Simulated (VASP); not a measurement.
# Ni (P6_3/mmc) in VASP: settings compared

Ni is run at these levels: PBEsol+D3(BJ), PBEsol, LDA, PBE; tasks: relaxation of cell and atoms, single point.

All numbers are computed with VASP 6.6.1; they aren't measurements. Logs are shortened: lines on timing, memory, paths and dates and some standing lists are left out, and cuts for length are marked.

## Step 1: The cell of the first run

The structure is hexagonal, space group P6_3/mmc (No. 194). The conventional cell has a = 2.448 Å, b = 2.448 Å, c = 4.073 Å, α = 90.00°, β = 90.00°, γ = 120.00°. Ni (site symmetry -6m2) has 12 Ni at 2.45 to 2.48 Å within 3.2 Å.

## Step 2: Relaxation of cell and atoms, PBEsol+D3(BJ), collinear spin, ferromagnetic start

Input file INCAR:

```
SYSTEM = Ni
PREC = Accurate
ENCUT = 600
EDIFF = 1E-6
ISMEAR = -1
SIGMA = 0.05
LREAL = .FALSE.
LASPH = .TRUE.
NELM = 150
ALGO = Normal
ISIF = 3
LWAVE = .FALSE.
LCHARG = .FALSE.
ISPIN = 2
MAGMOM = 1 1
LORBIT = 11
LMAXMIX = 4
GGA = PS
IVDW = 12
IBRION = 2
NSW = 60
EDIFFG = -0.01
```

Input file KPOINTS:

```
Automatic mesh
0
G
  12 12 7
  0 0 0
```

Input file POSCAR:

```
Ni
1.0
    2.4480228978      0.0000000000      0.0000000000
   -1.2240114489      2.1200500186      0.0000000000
    0.0000000000      0.0000000000      4.0728075700
Ni
2
Direct
    0.6666666667      0.3333333333      0.7500000000
    0.3333333333      0.6666666667      0.2500000000
```

Potentials or basis: VASP PAW PBE potentials, release 64 (Ni).

Command:

```console
cat potpaw_PBE.64/Ni/POTCAR > POTCAR
mpirun -np 1 vasp_std > vasp.out
```

OUTCAR:

```text
SYSTEM = Ni
   PREC = Accurate
   ENCUT = 600
   EDIFF = 1E-6
   ISMEAR = -1
   LREAL = .FALSE.
   LASPH = .TRUE.
   NELM = 150
   ISIF = 3
   ISPIN = 2
   LORBIT = 11
   GGA = PS
   IVDW = 12
   IBRION = 2
   NSW = 60
   EDIFFG = -0.01
 IVDW          = 12

 ion  position               nearest neighbor table
   1  0.667  0.333  0.750-   2 2.48   2 2.48   2 2.48   2 2.48   2 2.48   2 2.48
   2  0.333  0.667  0.250-   1 2.48   1 2.48   1 2.48   1 2.48   1 2.48   1 2.48

  LATTYP: Found a hexagonal cell.
 ALAT       =     2.4480228978
 C/A-ratio  =     1.6637130207

  Lattice vectors:

 A1 = (   2.4480228978,   0.0000000000,   0.0000000000)
 A2 = (  -1.2240114489,   2.1200500186,   0.0000000000)
 A3 = (   0.0000000000,   0.0000000000,   4.0728075700)

Analysis of symmetry for initial positions (statically):
=====================================================================
 Subroutine PRICEL returns:
 Original cell was already a primitive cell.

 Routine SETGRP: Setting up the symmetry group for a
 hexagonal supercell.

 Subroutine GETGRP returns: Found 24 space group operations
 (whereof 12 operations were pure point group operations)
 out of a pool of 24 trial point group operations.

The static configuration has the point symmetry D_3d.
 The point group associated with its full space group is D_6h.

Analysis of symmetry for dynamics (positions and initial velocities):
=====================================================================
 Subroutine PRICEL returns:
 Original cell was already a primitive cell.

 Routine SETGRP: Setting up the symmetry group for a
 hexagonal supercell.

 Subroutine GETGRP returns: Found 24 space group operations
 (whereof 12 operations were pure point group operations)
 out of a pool of 24 trial point group operations.

The dynamic configuration has the point symmetry D_3d.
 The point group associated with its full space group is D_6h.

Analysis of structural, dynamic, and magnetic symmetry:
=====================================================================
 Subroutine PRICEL returns:
 Original cell was already a primitive cell.

 Routine SETGRP: Setting up the symmetry group for a
 hexagonal supercell.

 Subroutine GETGRP returns: Found 24 space group operations
 (whereof 12 operations were pure point group operations)
 out of a pool of 24 trial point group operations.

The overall configuration has the point symmetry D_3d.
 The point group associated with its full space group is D_6h.

 Subroutine INISYM returns: Found 24 space group operations
 (whereof 12 operations are pure point group operations),
 and found     1 'primitive' translations

----------------------------------------------------------------------------------------

                                     Primitive cell

  volume of cell :      21.1376

  direct lattice vectors                    reciprocal lattice vectors
     2.448022898  0.000000000  0.000000000     0.408492911  0.235843492  0.000000000
    -1.224011449  2.120050019  0.000000000     0.000000000  0.471686984  0.000000000
     0.000000000  0.000000000  4.072807570     0.000000000  0.000000000  0.245530873

  length of vectors
     2.448022898  2.448022898  4.072807570     0.471686984  0.471686984  0.245530873

  position of ions in fractional coordinates (direct lattice)
     0.666666667  0.333333333  0.750000000
     0.333333333  0.666666667  0.250000000

  ion indices of the primitive-cell ions
   primitive index   ion index
                 1           1
                 2           2

----------------------------------------------------------------------------------------

 KPOINTS: Automatic mesh

Automatic generation of k-mesh.
 Grid dimensions read from file:
 generate k-points for:   12   12    7

 Generating k-lattice:

  Cartesian coordinates                     Fractional coordinates (reciprocal lattice)
     0.034041076  0.019653624  0.000000000     0.083333333 -0.000000000  0.000000000
     0.000000000  0.039307249  0.000000000     0.000000000  0.083333333  0.000000000
     0.000000000  0.000000000  0.035075839     0.000000000  0.000000000  0.142857143

  Length of vectors
     0.039307249  0.039307249  0.035075839

  Shift w.r.t. Gamma in fractional coordinates (k-lattice)
     0.000000000  0.000000000  0.000000000

 Subroutine IBZKPT returns following result:
 ===========================================

 Found     76 irreducible k-points:

 Following reciprocal coordinates:
            Coordinates               Weight
  0.000000  0.000000  0.000000      1.000000
  0.083333  0.000000  0.000000      6.000000
  0.166667 -0.000000  0.000000      6.000000
  0.250000 -0.000000  0.000000      6.000000
  0.333333  0.000000  0.000000      6.000000
  0.416667 -0.000000  0.000000      6.000000
[... 16 lines left out ...]
  0.250000 -0.000000  0.142857     12.000000
  0.333333  0.000000  0.142857     12.000000
 [... further k-points ...]
   k-points           NKPTS =     76   k-points in BZ     NKDIM =     76   number of bands    NBANDS=     15
   number of dos      NEDOS =    301   number of ions     NIONS =      2
   total plane-waves  NPLWV =  14400
   dimension x,y,z NGX =    20 NGY =   20 NGZ =   36
   dimension x,y,z NGXF=    40 NGYF=   40 NGZF=   72
   ions per type =               2
   NGX,Y,Z   is equivalent  to a cutoff of  13.58, 13.58, 14.69 a.u.
   NGXF,Y,Z  is equivalent  to a cutoff of  27.16, 27.16, 29.39 a.u.
 SYSTEM =  Ni
   PREC   = accura    normal or accurate (medium, high low for compatibility)
   ISTART =      0    job   : 0-new  1-cont  2-samecut
   ICHARG =      2    charge: 1-file 2-atom 10-const
   ISPIN  =      2    spin polarized calculation?
   LNONCOLLINEAR =      F non collinear calculations
   LSORBIT =      F    spin-orbit coupling
   LASPH  =      T    aspherical Exc in radial PAW
   ENCUT  =  600.0 eV  44.10 Ry    6.64 a.u.   4.89  4.89  8.13*2*pi/ulx,y,z
   NELM   =    150;   NELMIN=  2; NELMDL= -5     # of ELM steps
   EDIFF  = 0.1E-05   stopping-criterion for ELM
   LREAL  =      F    real-space projection
   EDIFFG = -.1E-01   stopping-criterion for IOM
   NSW    =     60    number of steps for IOM
   IBRION =      2    ionic relax: 0-MD 1-quasi-New 2-CG
   NFREE  =      1    steps in history (QN), initial steepest desc. (CG)
   ISIF   =      3    stress and relaxation
   ISYM   =      2    0-nonsym 1-usesym 2-fastsym
   POTIM  = 0.5000    time-step for ionic-motion
   TEBEG  =    0.0;   TEEND  =   0.0 temperature during run
   PSTRESS=    0.0 pullay stress
   NELECT =      20.0000    total number of electrons
   NUPDOWN=      -1.0000    fix difference up-down
   EMIN   =  10.00;   EMAX   =-10.00  energy-range for DOS
   EFERMI =   0.00;   METHOD = LEGACY
   ISMEAR =    -1;   SIGMA  =   0.05  broadening in eV -4-tet -1-fermi 0-gaus
   EFERMI_NEDOS =   21; number of points for ismear=-14 and -15
   IALGO  =     38    algorithm
   IMIX   =      4    mixing-type and parameters
     AMIX     =   0.40;   BMIX     =  1.00
     AMIX_MAG =   1.60;   BMIX_MAG =  1.00
  volume/ion in A,a.u.               =      10.57        71.32
  Fermi-wavevector in a.u.,A,eV,Ry     =   1.607187  3.037143 35.144518  2.583049
  Thomas-Fermi vector in A             =   2.703255
   LORBIT       =     11    0 simple, 1 ext, 2 COOP (PROOUT), +10 PAW based schemes
   GGA     = PS    functional components
   LHFCALC =     F    Hartree Fock is set to
   AEXX    =    0.0000 exact exchange contribution
   IVDW    =    12    specifies the selected vdW correction
   LEPSILON=     F    determine dielectric tensor
   LRPA    =     F    only Hartree local field effects (RPA)
 conjugate gradient relaxation of ions
 spin polarized calculation
  energy-cutoff  :      600.00
  volume of cell :       21.14
 maximum number of plane-waves:       722
 NGX is ok and might be reduce to    20
   NGX =  9   NGY =  9   NGZ = 17

--------------------------------------- Ionic step        1  -------------------------------------------

 number of electron      20.0000004 magnetization       1.2698844

 Free energy of the ion-electron system (eV)
  ---------------------------------------------------
  ext. energy  EPLUGINS =         0.00000000
  ---------------------------------------------------
  free energy    TOTEN  =       -12.22582594 eV

  energy without entropy =      -12.19056719  energy(sigma->0) =      -12.20819657

 E-fermi :   9.6250     XC(G=0): -13.6070

 val. band max:        9.6193895612   @ k =   0.0000   0.0000   0.0000
 cond. band min:       9.6258680891   @ k =   0.0833   0.0000   0.1429
 fundamental gap:      0.0064785279
 Fermi energy:         9.6249562153

 spin component 1

 k-point     1 :       0.0000    0.0000    0.0000
  band No.  band energies     occupation
      1       0.3378      1.00000
      2       4.5718      1.00000
      3       7.0396      1.00000
      4       7.2000      1.00000
      5       7.2000      1.00000
      6       7.4648      1.00000
      7       7.4648      1.00000
      8       7.9761      1.00000
      9       7.9761      1.00000
     10       8.9120      1.00000
     11       8.9120      1.00000
     12       9.0169      0.99999
     13      15.1902      0.00000
     14      32.6622      0.00000
     15      34.8919      0.00000
[... 963 lines left out ...]
  FREE ENERGIE OF THE ION-ELECTRON SYSTEM (eV)
  ---------------------------------------------------
  free  energy   TOTEN  =       -13.1158590501 eV

  energy  without entropy=      -13.0815232792  energy(sigma->0) =      -13.09869116

[... ionic steps 4 to 7 ...]

--------------------------------------- Ionic step        8  -------------------------------------------

 number of electron      20.0000003 magnetization       1.2380772

------------------------ aborting loop because EDIFF is reached ----------------------------------------

 Edisp (eV)   -0.89909

 E8    (eV) :    -0.5893
[... 69 lines left out ...]
  energy  without entropy=      -13.0824341324  energy(sigma->0) =      -13.09966946

--------------------------------------- Ionic step       10  -------------------------------------------

 number of electron      20.0000003 magnetization       1.2389364

 Free energy of the ion-electron system (eV)
  ---------------------------------------------------
  ext. energy  EPLUGINS =         0.00000000
  ---------------------------------------------------
  free energy    TOTEN  =       -12.21787991 eV

  energy without entropy =      -12.18340618  energy(sigma->0) =      -12.20064305

 E-fermi :  10.3042     XC(G=0): -13.8809

 val. band max:       10.3007322975   @ k =   0.0833   0.0000   0.1429
 cond. band min:      10.3082805000   @ k =   0.2500   0.1667   0.4286
 fundamental gap:      0.0075482024
 Fermi energy:        10.3042178579

 spin component 1

 k-point     1 :       0.0000    0.0000    0.0000
  band No.  band energies     occupation
      1       0.6849      1.00000
      2       5.0144      1.00000
      3       7.6704      1.00000
      4       7.7696      1.00000
      5       7.7696      1.00000
      6       8.0731      1.00000
      7       8.0731      1.00000
      8       8.5241      1.00000
      9       8.5241      1.00000
     10       9.5849      1.00000
     11       9.5849      1.00000
     12       9.7624      0.99998
     13      16.4390      0.00000
     14      33.5005      0.00000
     15      35.9894      0.00000
[... 883 lines left out ...]
  FREE ENERGIE OF THE ION-ELECTRON SYSTEM (eV)
  ---------------------------------------------------
  free  energy   TOTEN  =       -13.1169055918 eV

  energy  without entropy=      -13.0824318584  energy(sigma->0) =      -13.09966873

 reached required accuracy - stopping structural energy minimisation

 total charge

# of ion       s       p       d       tot
------------------------------------------
    1        0.533   0.573   8.352   9.457
    2        0.533   0.573   8.352   9.457
--------------------------------------------------
tot          1.065   1.146  16.704  18.915

 magnetization (x)

# of ion       s       p       d       tot
------------------------------------------
    1       -0.005  -0.024   0.651   0.622
    2       -0.005  -0.024   0.651   0.622
--------------------------------------------------
tot         -0.009  -0.048   1.302   1.245
```

It took 2.3 min on 1 thread of Intel Xeon 6975P-C (Granite Rapids), shared host; peak memory 0.19 GiB.

What came out:

- Free energy: -13.1169 eV
- Relaxed volume: 10.10 Å³/atom
- Relaxed cell: a = 2.424 Å, b = 2.424 Å, c = 3.970 Å, α = 90.00°, β = 90.00°, γ = 120.00°
- Space group after relaxing (to 0.05 Å): P6_3/mmc (No. 194)
- Energy gained by relaxing: 16.0 meV/atom
- Ionic steps: 10
- Pressure after relaxing: 0.1 GPa
- Net moment: 1.24 μB per cell
- Site moments: Ni +0.62 μB
- Valence electrons inside the program's atomic spheres: Ni 9.46
- Dispersion energy per atom: -0.450 eV

Step by step:
```
step  energy change (eV)  largest force (eV/Å)  pressure (GPa)  volume (Å³)
   1              0.0000                0.0000           -9.75        21.14
   2              0.0083                0.0000           13.73        19.23
   3             -0.0309                0.0000            0.15        20.21
   4             -0.0309                0.0000            0.36        20.19
   5             -0.0319                0.0000            0.17        20.20
   6             -0.0319                0.0000            0.19        20.20
   7             -0.0319                0.0000            0.18        20.20
   8             -0.0319                0.0000            0.16        20.20
   9             -0.0319                0.0000            0.17        20.20
  10             -0.0319                0.0000            0.13        20.20
```

Final structure:
```xyz
2
Lattice="2.4240 0.0000 0.0000 -1.2120 2.0993 0.0000 0.0000 0.0000 3.9702" Properties=species:S:1:pos:R:3 pbc="T T T"
Ni    1.2120    0.6998    2.9776
Ni    0.0000    1.3995    0.9925
```

Levels at points of the mesh, in eV from the Fermi level:
Spin up:
```tsv
k point	band 8	band 9	band 10	band 11	band 12	band 13	band 14	band 15
(0.00, 0.00, 0.00)	-1.78	-1.78	-0.72	-0.72	-0.54	6.13	23.20	25.69
(0.50, 0.00, 0.00)	-0.60	-0.51	-0.46	1.24	3.27	9.75	10.41	12.96
```
Spin down:
```tsv
k point	band 7	band 8	band 9	band 10	band 11	band 12	band 13	band 14
(0.00, 0.00, 0.00)	-1.56	-1.12	-1.12	-0.56	-0.02	-0.02	6.54	23.11
(0.50, 0.00, 0.00)	-1.55	0.15	0.20	0.30	1.73	3.66	9.90	10.54
```

Caveat: the PAW data sets were made with another functional, which shifts forces and pressure a little; pairwise dispersion overbinds metals, which lowers pressure and volume.

## Step 3: Single point, PBEsol, collinear spin, ferromagnetic start

Input file INCAR:

```
SYSTEM = Ni
PREC = Accurate ; ENCUT = 590
EDIFF = 1E-6 ; ISMEAR = -1
SIGMA = 0.05 ; LREAL = .False.
LASPH = .True. ; NELM = 200
ALGO = Normal ; ISIF = 2
LWAVE = .False. ; LCHARG = .False.
ISPIN = 2 ; MAGMOM = 1 1
LORBIT = 11 ; LMAXMIX = 4
GGA = PS ; NBANDS = 29
GGA_COMPAT = .False.
```

Input file KPOINTS:

```
regular mesh
0
Gamma
  7 7 4
  0 0 0
```

POSCAR is that of step 2.

Potentials or basis: VASP PAW PBE potentials, release 64 (Ni_sv_GW).

Command:

```console
cat potpaw_PBE.64/Ni_sv_GW/POTCAR > POTCAR
mpirun -np 1 vasp_std > vasp.out
```

Wall time 21 s (1 thread of Intel Xeon 6975P-C (Granite Rapids), shared host); peak memory 0.17 GiB.

The run converged. Its results:

* Free energy: -14.0890 eV
* Pressure: -7.3 GPa
* Net moment: 1.30 μB per cell
* Site moments: Ni +0.68 μB
* Valence electrons inside the program's atomic spheres: Ni 16.38

Stress tensor (GPa, compression positive):
```
-6.21  0.00  0.00
 0.00 -6.21  0.00
 0.00  0.00 -9.47
```

Levels at points of the mesh, in eV from the Fermi level:
Spin up:
```
           k point  band 17  band 18  band 19  band 20  band 21  band 22
(0.00, 0.00, 0.00)    -1.68    -0.74    -0.74    -0.72     5.47    22.77
(0.00, 0.00, 0.50)    -1.04    -1.04    -1.04    -1.04    14.03    14.03
```
Spin down:
| k point | band 15 | band 16 | band 17 | band 18 | band 19 | band 20 |
| --- | --- | --- | --- | --- | --- | --- |
| (0.00, 0.00, 0.00) | -1.51 | -1.02 | -1.02 | -0.74 | -0.04 | -0.04 |
| (0.00, 0.00, 0.50) | -1.83 | -1.83 | -0.34 | -0.34 | -0.34 | -0.34 |

Caveat: the k points lie up to 0.42 Å⁻¹ apart; the PAW data sets were made with another functional, which shifts forces and pressure a little.

(Part 1 of 2 ends here.)
